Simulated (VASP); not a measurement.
Input of a VASP 6.6.1 run:

File INCAR:

```
ALGO = Normal
EDIFF = 1E-6
ENCUT = 520
GGA = PE
ISIF = 2
ISMEAR = -1
LASPH = True
LCHARG = True
LELF = True
LREAL = False
LVHAR = True
LWAVE = False
NBANDS = 12
NELM = 60
PREC = Accurate
SIGMA = 0.05
```

The input KPOINTS:

```
k-points
0
Gamma
  9 9 9
```

Contents of POSCAR:

```
SiF
1.0
    3.0082732130      0.0000000000      0.0000000000
    0.0000000000      3.0082732130      0.0000000000
    0.0000000000      0.0000000000      3.0082732130
Si F
1 1
Direct
    0.5000000000      0.5000000000      0.5000000000
    0.0000000000      0.0000000000      0.0000000000
```

Potentials or basis: VASP PAW PBE potentials, release 64 (Si, F).

The run is started by

```console
$ cat potpaw_PBE.64/Si/POTCAR potpaw_PBE.64/F/POTCAR > POTCAR
$ mpirun -np 1 vasp_std > vasp.out
```

(1) What does it give for the pressure?

## Answers

(1) 1.5 GPa.

Caveat: an odd number of electrons without spin polarisation forces a metal; a magnetic or distorted state may lie lower.
